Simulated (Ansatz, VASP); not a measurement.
**One calculation of Lu, two programs**

```
Lu
1.0
     3.24879    0.00000    0.00000
     0.00000    3.24879    0.00000
     0.00000    0.00000    3.24879
Lu
1
Direct
  0.00000 0.00000 0.00000
```

Alike in both runs: task single point; functional BLYP; k mesh 11 × 11 × 11; occupations fermi-dirac, width 0.1 eV; no spin polarisation.

|  | VASP | Ansatz |
| --- | --- | --- |
| version | VASP 6.6.1 | Ansatz 0.2.0 |
| potentials or method | VASP PAW PBE potentials, release 64 (Lu), cutoff 520 eV | plane waves (420 eV) with PAW, scalar-relativistic |
| valence electrons in the cell | 25 | 25 |

```csv
,VASP,Ansatz,Ansatz less VASP
pressure (GPa),0.0,0.0,-0.04
```

VASP's potentials were made for PBE, not for BLYP.

Spin-orbit coupling is off throughout.
